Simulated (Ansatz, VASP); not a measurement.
# One calculation of GaAs, two programs

```xyz
2
Lattice="0.0000 2.8268 2.8268 2.8268 0.0000 2.8268 2.8268 2.8268 0.0000" Properties=species:S:1:pos:R:3 pbc="T T T"
As    4.2403    4.2403    4.2403
Ga    0.0000    0.0000    0.0000
```

Alike in both runs: task single point; functional revPBE; dispersion D3(BJ); k mesh 8 × 8 × 8; occupations methfessel-paxton of order 1, width 0.025 eV; collinear spin; fixed moment 1 μB.

```csv
,VASP,Ansatz
version,VASP 6.6.1,Ansatz 0.2.0
potentials or method,"VASP PAW PBE potentials, release 64 (As, Ga_d), cutoff 520 eV","all-electron LAPW, scalar-relativistic"
```

|  | VASP | Ansatz | Ansatz less VASP |
| --- | --- | --- | --- |
| pressure (GPa) | 5.3 | 5.2 | -0.15 |
| size of the moment on the site where the two differ most (μB) | 0.32 | 0.36 | +0.044 |

VASP's potentials were made for PBE, not for revPBE. Site moments also hang on the region over which each program counts them. Ansatz ran all-electron here, and VASP with PAW potentials.
